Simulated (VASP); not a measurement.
# HfH2 (I4/mmm) in VASP: single point with r2SCAN

Aim: the single point of HfH2 with r2SCAN.

Program: VASP 6.6.1. These are calculated values, not measurements. Logs are shortened: lines on timing, memory, paths and dates and some standing lists are left out, and cuts for length are marked.

## (1) The cell of the first run

It takes space group I4/mmm (No. 139, tetragonal). The conventional cell has a = 3.534 Å, b = 3.534 Å, c = 4.431 Å, α = 90.00°, β = 90.00°, γ = 90.00°. Within 2.8 Å of H (site symmetry -4m2) lie 4 Hf at 2.09 Å and 6 H at 2.22 to 2.50 Å. Hf (site symmetry 4/mmm) has 8 H at 2.09 Å within 2.8 Å.

## (2) Single point, r2SCAN

POSCAR reads:

```
HfH2
1.0
   -1.7667500000      1.7667500000      2.2152950000
    1.7667500000     -1.7667500000      2.2152950000
    1.7667500000      1.7667500000     -2.2152950000
H Hf
2 1
Direct
    0.7500000000      0.2500000000      0.5000000000
    0.2500000000      0.7500000000      0.5000000000
    0.0000000000      0.0000000000      0.0000000000
```

INCAR.step1 reads:

```
SYSTEM = HfH2
  PREC = Accurate
  ENCUT = 520
  ISMEAR = -1
  SIGMA = 0.1
  LREAL = .False.
  LASPH = .True.
  NELM = 100
  NBANDS = 13
  GGA = PE
  ALGO = Normal
  EDIFF = 1E-4
  LWAVE = .True.
  LCHARG = .False.
```

INCAR.step2 reads:

```
SYSTEM = HfH2
  PREC = Accurate
  ENCUT = 520
  EDIFF = 1E-6
  ISMEAR = -1
  SIGMA = 0.1
  LREAL = .False.
  LASPH = .True.
  NELM = 100
  ALGO = Normal
  ISIF = 2
  LWAVE = .False.
  LCHARG = .False.
  METAGGA = R2SCAN
  LMIXTAU = .True.
  NBANDS = 13
  ISTART = 1
```

KPOINTS reads:

```
regular mesh
0
Gamma
  13 13 13
  0 0 0
```

Potentials or basis: VASP PAW PBE potentials, release 64 (H, Hf_pv).

Run with:

```sh
cat potpaw_PBE.64/H/POTCAR potpaw_PBE.64/Hf_pv/POTCAR > POTCAR
cp INCAR.step1 INCAR
mpirun -np 1 vasp_std > vasp.out
cp INCAR.step2 INCAR
mpirun -np 1 vasp_std > vasp.out
```

OUTCAR:

```text
SYSTEM = HfH2
   PREC = Accurate
   ENCUT = 520
   EDIFF = 1E-6
   ISMEAR = -1
   LREAL = .False.
   LASPH = .True.
   NELM = 100
   ISIF = 2
   METAGGA = R2SCAN
   ISTART = 1

 ion  position               nearest neighbor table
   1  0.750  0.250  0.500-   3 2.09   3 2.09   3 2.09   3 2.09
   2  0.250  0.750  0.500-   3 2.09   3 2.09   3 2.09   3 2.09
   3  0.000  0.000  0.000-   1 2.09   2 2.09   1 2.09   2 2.09   1 2.09   2 2.09   1 2.09   2 2.09

  LATTYP: Found a body centered tetragonal cell.
 ALAT       =     3.5335000000
 C/A-ratio  =     1.2538814207

  Lattice vectors:

 A1 = (  -1.7667500000,   1.7667500000,   2.2152950000)
 A2 = (   1.7667500000,  -1.7667500000,   2.2152950000)
 A3 = (   1.7667500000,   1.7667500000,  -2.2152950000)

Analysis of symmetry for initial positions (statically):
=====================================================================
 Subroutine PRICEL returns:
 Original cell was already a primitive cell.

 Routine SETGRP: Setting up the symmetry group for a
 body centered tetragonal supercell.

 Subroutine GETGRP returns: Found 16 space group operations
 (whereof 16 operations were pure point group operations)
 out of a pool of 16 trial point group operations.

The static configuration has the point symmetry D_4h.

Analysis of symmetry for dynamics (positions and initial velocities):
=====================================================================
 Subroutine PRICEL returns:
 Original cell was already a primitive cell.

 Routine SETGRP: Setting up the symmetry group for a
 body centered tetragonal supercell.

 Subroutine GETGRP returns: Found 16 space group operations
 (whereof 16 operations were pure point group operations)
 out of a pool of 16 trial point group operations.

The dynamic configuration has the point symmetry D_4h.

 Subroutine INISYM returns: Found 16 space group operations
 (whereof 16 operations are pure point group operations),
 and found     1 'primitive' translations

----------------------------------------------------------------------------------------

                                     Primitive cell

  volume of cell :      27.6593

  direct lattice vectors                    reciprocal lattice vectors
    -1.766750000  1.766750000  2.215295000     0.000000000  0.283005519  0.225703574
     1.766750000 -1.766750000  2.215295000     0.283005519  0.000000000  0.225703574
     1.766750000  1.766750000 -2.215295000     0.283005519  0.283005519  0.000000000

  length of vectors
     3.339212941  3.339212941  3.339212941     0.361986501  0.361986501  0.400230243

  position of ions in fractional coordinates (direct lattice)
     0.750000000  0.250000000  0.500000000
     0.250000000  0.750000000  0.500000000
     0.000000000  0.000000000  0.000000000

  ion indices of the primitive-cell ions
   primitive index   ion index
                 1           1
                 2           2
                 3           3

----------------------------------------------------------------------------------------

 KPOINTS: regular mesh

Automatic generation of k-mesh.
 Grid dimensions read from file:
 generate k-points for:   13   13   13

 Generating k-lattice:

  Cartesian coordinates                     Fractional coordinates (reciprocal lattice)
     0.000000000  0.021769655  0.017361813     0.076923077 -0.000000000  0.000000000
     0.021769655  0.000000000  0.017361813    -0.000000000  0.076923077  0.000000000
     0.021769655  0.021769655  0.000000000     0.000000000  0.000000000  0.076923077

  Length of vectors
     0.027845115  0.027845115  0.030786942

  Shift w.r.t. Gamma in fractional coordinates (k-lattice)
     0.000000000  0.000000000  0.000000000

 Subroutine IBZKPT returns following result:
 ===========================================

 Found    196 irreducible k-points:

 Following reciprocal coordinates:
            Coordinates               Weight
  0.000000  0.000000  0.000000      1.000000
  0.076923 -0.000000  0.000000      8.000000
  0.153846  0.000000  0.000000      8.000000
  0.230769  0.000000  0.000000      8.000000
  0.307692  0.000000  0.000000      8.000000
  0.384615  0.000000 -0.000000      8.000000
[... 16 lines left out ...]
  0.384615  0.153846  0.000000     16.000000
  0.461538  0.153846 -0.000000     16.000000
 [... further k-points ...]
   k-points           NKPTS =    196   k-points in BZ     NKDIM =    196   number of bands    NBANDS=     13
   number of dos      NEDOS =    301   number of ions     NIONS =      3
   total plane-waves  NPLWV =  21952
   dimension x,y,z NGX =    28 NGY =   28 NGZ =   28
   dimension x,y,z NGXF=    56 NGYF=   56 NGZF=   56
   ions per type =               2   1
   NGX,Y,Z   is equivalent  to a cutoff of  13.94, 13.94, 13.94 a.u.
   NGXF,Y,Z  is equivalent  to a cutoff of  27.88, 27.88, 27.88 a.u.
 SYSTEM =  HfH2
   PREC   = accura    normal or accurate (medium, high low for compatibility)
   ISTART =      1    job   : 0-new  1-cont  2-samecut
   ICHARG =      0    charge: 1-file 2-atom 10-const
   ISPIN  =      1    spin polarized calculation?
   LNONCOLLINEAR =      F non collinear calculations
   LSORBIT =      F    spin-orbit coupling
   LASPH  =      T    aspherical Exc in radial PAW
   ENCUT  =  520.0 eV  38.22 Ry    6.18 a.u.   6.21  6.21  6.21*2*pi/ulx,y,z
   NELM   =    100;   NELMIN=  2; NELMDL=  0     # of ELM steps
   EDIFF  = 0.1E-05   stopping-criterion for ELM
   LREAL  =      F    real-space projection
   EDIFFG = 0.1E-04   stopping-criterion for IOM
   NSW    =      0    number of steps for IOM
   IBRION =     -1    ionic relax: 0-MD 1-quasi-New 2-CG
   NFREE  =      0    steps in history (QN), initial steepest desc. (CG)
   ISIF   =      2    stress and relaxation
   ISYM   =      2    0-nonsym 1-usesym 2-fastsym
   POTIM  = 0.5000    time-step for ionic-motion
   TEBEG  =    0.0;   TEEND  =   0.0 temperature during run
   PSTRESS=    0.0 pullay stress
   NELECT =      12.0000    total number of electrons
   NUPDOWN=      -1.0000    fix difference up-down
   EMIN   =  10.00;   EMAX   =-10.00  energy-range for DOS
   EFERMI =   0.00;   METHOD = LEGACY
   ISMEAR =    -1;   SIGMA  =   0.10  broadening in eV -4-tet -1-fermi 0-gaus
   EFERMI_NEDOS =   21; number of points for ismear=-14 and -15
   IALGO  =     38    algorithm
   IMIX   =      4    mixing-type and parameters
     AMIX     =   0.40;   BMIX     =  1.00
     AMIX_MAG =   1.60;   BMIX_MAG =  1.00
  volume/ion in A,a.u.               =       9.22        62.22
  Fermi-wavevector in a.u.,A,eV,Ry     =   1.239333  2.342000 20.897816  1.535946
  Thomas-Fermi vector in A             =   2.373821
   LORBIT       =      0    0 simple, 1 ext, 2 COOP (PROOUT), +10 PAW based schemes
   METAGGA = R2SCAN    functional components
   LHFCALC =     F    Hartree Fock is set to
   AEXX    =    0.0000 exact exchange contribution
   IVDW    =     0    specifies the selected vdW correction
   LEPSILON=     F    determine dielectric tensor
   LRPA    =     F    only Hartree local field effects (RPA)
 non-spin polarized calculation
  energy-cutoff  :      520.00
  volume of cell :       27.66
 maximum number of plane-waves:       765
 NGX is ok and might be reduce to    28
   NGX = 13   NGY = 13   NGZ = 13

 number of electron      11.9999999 magnetization

 Free energy of the ion-electron system (eV)
  ---------------------------------------------------
  ext. energy  EPLUGINS =         0.00000000
  ---------------------------------------------------
  free energy    TOTEN  =       -53.63306763 eV

  energy without entropy =      -53.61311746  energy(sigma->0) =      -53.62309255

 E-fermi :   5.1695     XC(G=0): -11.9608

 val. band max:        5.1343978485   @ k =  -0.1538  -0.3846   0.1538
 cond. band min:       5.1776862459   @ k =   0.0769  -0.0000   0.0000
 fundamental gap:      0.0432883974
 Fermi energy:         5.1694948466

 k-point     1 :       0.0000    0.0000    0.0000
  band No.  band energies     occupation
      1     -27.3381      2.00000
      2     -27.3381      2.00000
      3     -27.2920      2.00000
      4      -6.5454      2.00000
      5       3.3663      2.00000
      6       4.6840      1.98454
      7       4.6840      1.98454
      8       5.6299      0.01983
      9       6.9648      0.00000
     10       8.3335      0.00000
     11      16.1602      0.00000
     12      16.4219      0.00000
     13      17.2847      0.00000

 k-point     2 :       0.0769   -0.0000    0.0000
  band No.  band energies     occupation
      1     -27.3593      2.00000
      2     -27.3438      2.00000
      3     -27.3015      2.00000
      4      -6.3874      2.00000
      5       2.4776      2.00000
      6       4.7553      1.96873
      7       5.1777      0.95907
      8       6.2853      0.00003
      9       6.9178      0.00000
     10       8.2239      0.00000
     11      15.4542      0.00000
     12      16.1602      0.00000
     13      17.6242      0.00000

 k-point     3 :       0.1538    0.0000    0.0000
  band No.  band energies     occupation
      1     -27.4325      2.00000
      2     -27.3595      2.00000
      3     -27.3122      2.00000
      4      -5.9373      2.00000
      5       1.2990      2.00000
      6       4.8841      1.89105
      7       5.5302      0.05283
      8       6.9113      0.00000
      9       7.6383      0.00000
     10       8.1681      0.00000
     11      14.2353      0.00000
     12      16.1601      0.00000
     13      18.5743      0.00000
[... 305 lines left out ...]
 k-point    23 :       0.3846    0.1538    0.0000
  band No.  band energies     occupation
      1     -27.7565      2.00000
      2     -27.4923      2.00000
      3     -27.3602      2.00000
      4      -3.1182      2.00000
      5      -1.0638      2.00000
      6       3.8362      2.00000
      7       6.0262      0.00038
      8       8.3795      0.00000
      9      10.1002      0.00000
     10      10.7426      0.00000
     11      11.6002      0.00000
     12      14.1404      0.00000
     13      16.1604      0.00000

 k-point    24 :       0.4615    0.1538   -0.0000
  band No.  band energies     occupation
      1     -27.7682      2.00000
      2     -27.4873      2.00000
      3     -27.3682      2.00000
      4      -3.0805      2.00000
      5      -0.9435      2.00000
      6       3.6942      2.00000
      7       5.9590      0.00074
      8       8.8752      0.00000
      9       9.5932      0.00000
     10      10.7030      0.00000
     11      11.5840      0.00000
     12      14.4454      0.00000
     13      16.1604      0.00000

 [... further k-points ...]

------------------------ aborting loop because EDIFF is reached ----------------------------------------

  FORCE on cell =-STRESS in cart. coord.  units (eV):
  Direction    XX          YY          ZZ          XY          YZ          ZX
  --------------------------------------------------------------------------------------
  -------------------------------------------------------------------------------------
  Total       -1.7567450     -1.7567450     -1.6795957      0.0000000     -0.0000000     -0.0000000
  in kB     -101.7601053   -101.7601053    -97.2912059      0.0000000     -0.0000000     -0.0000000
  external PRESSURE =    -100.2704722 kB  Pullay stress =       0.0000000 kB

 VOLUME and BASIS-vectors are now :
 -----------------------------------------------------------------------------
  energy-cutoff  :      520.00
  volume of cell :       27.66
      direct lattice vectors                 reciprocal lattice vectors
    -1.766750000  1.766750000  2.215295000     0.000000000  0.283005519  0.225703574
     1.766750000 -1.766750000  2.215295000     0.283005519  0.000000000  0.225703574
     1.766750000  1.766750000 -2.215295000     0.283005519  0.283005519  0.000000000

 POSITION                                       TOTAL-FORCE (eV/Angst)
 -----------------------------------------------------------------------------------
      0.00000      1.76675      1.10765         0.000000      0.000000      0.000000
      1.76675      0.00000      1.10765        -0.000000     -0.000000     -0.000000
      0.00000      0.00000      0.00000        -0.000000     -0.000000     -0.000000
 -----------------------------------------------------------------------------------
    total drift:                               -0.000000     -0.000000      0.000000

  FREE ENERGIE OF THE ION-ELECTRON SYSTEM (eV)
  ---------------------------------------------------
  free  energy   TOTEN  =       -53.6330676340 eV

  energy  without entropy=      -53.6131174579  energy(sigma->0) =      -53.62309255
```

Run time: 6.7 min. Hardware: 1 thread of Intel Xeon 8259CL, shared host; peak memory 0.22 GiB.

What came out:

| Item | Value |
| --- | --- |
| Free energy | -53.6331 eV |
| Pressure | -10.0 GPa |
| Band gap on the k mesh | zero (bands 6 and 7 overlap by 0.96 eV) |

Levels at points of the mesh, in eV from the Fermi level:
| k point | band 3 | band 4 | band 5 | band 6 | band 7 | band 8 | band 9 | band 10 |
| --- | --- | --- | --- | --- | --- | --- | --- | --- |
| (0.00, 0.00, 0.00) | -32.46 | -11.71 | -1.80 | -0.49 | -0.49 | 0.46 | 1.80 | 3.16 |

Caveat: the cell stands under tension; the PAW data sets were made with another functional, which shifts forces and pressure a little; spin-orbit coupling is left out, which moves the levels of the heavy elements.
